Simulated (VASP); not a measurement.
Here is a VASP 6.6.1 calculation.

The input INCAR:

```
  ALGO = Normal
  EDIFF = 1E-7
  EDIFFG = -0.01
  ENCUT = 600
  IBRION = 2
  ISIF = 3
  ISMEAR = 0
  LASPH = True
  LCHARG = False
  LREAL = False
  LWAVE = False
  NELM = 100
  NSW = 80
  PREC = Accurate
  SIGMA = 0.01
```

KPOINTS

```
k-points
0
Gamma
  8 8 8
```

Contents of POSCAR:

```
SnO2
1.0
   -2.0000690000      2.0000690000      5.1236790000
    2.0000690000     -2.0000690000      5.1236790000
    2.0000690000      2.0000690000     -5.1236790000
Sn O
2 4
Direct
    0.7500000000      0.2500000000      0.5000000000
    0.0000000000      0.0000000000      0.0000000000
    0.7965230000      0.7965230000      0.0000000000
    0.9534770000      0.4534770000      0.5000000000
    0.2034770000      0.2034770000      0.0000000000
    0.5465230000      0.0465230000      0.5000000000
```

Potentials or basis: VASP PAW LDA potentials, release 64 (Sn_d, O).

Command:

```console
$ cat potpaw_LDA.64/Sn_d/POTCAR potpaw_LDA.64/O/POTCAR > POTCAR
$ mpirun -np 1 vasp_std > vasp.out
```

Task: Estimate the relaxed cell.

Result: a = 5.818 Å, b = 5.818 Å, c = 5.818 Å, α = 140.03°, β = 140.03°, γ = 57.81°.

Task: What does it give for the band gap on the k mesh?

Result: 1.72 eV (least direct gap 2.12 eV).

Task: Predict the relaxed volume.

Result: 13.43 Å³/atom.

Final structure:
```cif
data_structure
_symmetry_space_group_name_H-M 'P 1'
_symmetry_Int_Tables_number 1
_cell_length_a 5.8181
_cell_length_b 5.8181
_cell_length_c 5.8181
_cell_angle_alpha 140.030
_cell_angle_beta 140.030
_cell_angle_gamma 57.808
_cell_volume 80.56
loop_
_atom_site_label
_atom_site_type_symbol
_atom_site_fract_x
_atom_site_fract_y
_atom_site_fract_z
_atom_site_occupancy
Sn1 Sn 0.75000 0.25000 0.50000 1
Sn2 Sn 0.00000 0.00000 0.00000 1
O1 O 0.79679 0.79679 0.00000 1
O2 O 0.95321 0.45321 0.50000 1
O3 O 0.20321 0.20321 0.00000 1
O4 O 0.54679 0.04679 0.50000 1
```

Caveat: spin-orbit coupling is left out, which moves the levels of the heavy elements. A k mesh can miss the band edges.
